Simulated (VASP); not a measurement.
Mn: single point with r2SCAN

Mn:

```
Mn
1.0
     0.00000    1.75613    1.75613
     1.75613    0.00000    1.75613
     1.75613    1.75613    0.00000
Mn
1
Direct
  0.00000 0.00000 0.00000
```

This isn't the form of Mn at room conditions, which is a 58-atom cubic cell.

```
Program                : VASP 6.6.1
Task                   : single point
Functional             : r2SCAN
Potentials or basis    : VASP PAW PBE potentials, release 64 (Mn_pv)
Cutoff                 : 520 eV
k mesh                 : 20 × 20 × 20
Occupations            : gaussian, width 0.05 eV
Spin                   : collinear spin, ferromagnetic start
Starting moments       : [1.06] μB
Dipole correction      : no
Further INCAR settings : ALGO = Normal; EDIFF = 1e-06; NBANDS = 16
```

* Pressure: -10.0 GPa
* Net moment: 0.00 μB per cell
* Valence electrons inside the program's atomic spheres: Mn 11.99

Levels at points of the mesh, in eV from the Fermi level:
Spin up:
```csv
k point,band 5,band 6,band 7,band 8,band 9,band 10
"(0.00, 0.00, 0.00)",-1.28,-1.28,-1.28,0.61,0.61,21.93
"(0.50, 0.00, 0.00)",-1.31,-1.31,0.24,1.69,1.69,9.21
"(0.50, 0.50, 0.00)",-4.17,1.75,1.93,1.93,3.43,12.53
```
Spin down:
```tsv
k point	band 3	band 4	band 5	band 6	band 7	band 8	band 9	band 10	band 11	band 12
(0.00, 0.00, 0.00)	-49.52	-8.87	-1.28	-1.28	-1.28	0.61	0.61	21.93	27.83	28.22
(0.50, 0.00, 0.00)	-49.62	-4.83	-1.31	-1.31	0.24	1.69	1.69	9.21	20.76	27.08
(0.50, 0.50, 0.00)	-49.79	-4.90	-4.17	1.76	1.93	1.93	3.43	12.53	16.42	16.42
```

It took 3.9 min on 1 thread of Intel(R) Xeon(R) 6975P-C (Granite Rapids), with other jobs on the host, peak memory 0.18 GiB.

Caveat: the cell stands under tension; the moments typed at the start vanished in this run; the PAW data sets were made with another functional, which shifts forces and pressure a little.
